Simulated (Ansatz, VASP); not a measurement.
## ZnO: VASP beside Ansatz

```
Zn O
1.0
     3.18734    0.00000    0.00000
    -1.59367    2.76031    0.00000
     0.00000    0.00000    5.15283
Zn O
2 2
Direct
  0.33333 0.66667 0.97443
  0.66667 0.33333 0.47443
  0.33333 0.66667 0.40757
  0.66667 0.33333 0.90757
```

Change from the starting cell: polar distortion scaled by 0.55.

Alike in both runs: task single point; functional LDA; k mesh 9 × 9 × 6; no spin polarisation.

|  | VASP | Ansatz |
| --- | --- | --- |
| version | VASP 6.6.1 | Ansatz 0.2.0 |
| potentials or method | VASP PAW LDA potentials, release 64 (Zn, O), cutoff 520 eV | scalar-relativistic, plane waves, PAW |
| occupations | gaussian, width 0.01 eV | fixed |
| valence electrons in the cell | 36 | 36 |

Ansatz gave:

| Quantity | Value |
| --- | --- |
| gap on the k mesh at the Fermi level (eV) | 0.86 |
| least direct gap on the mesh (eV) | 0.86 |
| pressure (GPa) | 4.1 |
| traceless stress, the component that is largest in VASP (GPa) | -10.86 |
| rms of the force components (eV/Å) | 0.412 |

Question: Estimate VASP's values.

Answer: gap on the k mesh at the Fermi level (eV): 0.88; least direct gap on the mesh (eV): 0.88; pressure (GPa): 5.6; traceless stress, the component that is largest in VASP (GPa): -11.84; rms of the force components (eV/Å): 0.435.

Ansatz warns that its potentials were made for another functional, while VASP's fit it. LDA's correlation is that of Perdew and Zunger in VASP and of Perdew and Wang (1992) in Ansatz. Atom by atom the forces differ by 0.023 eV/Å (rms over components).
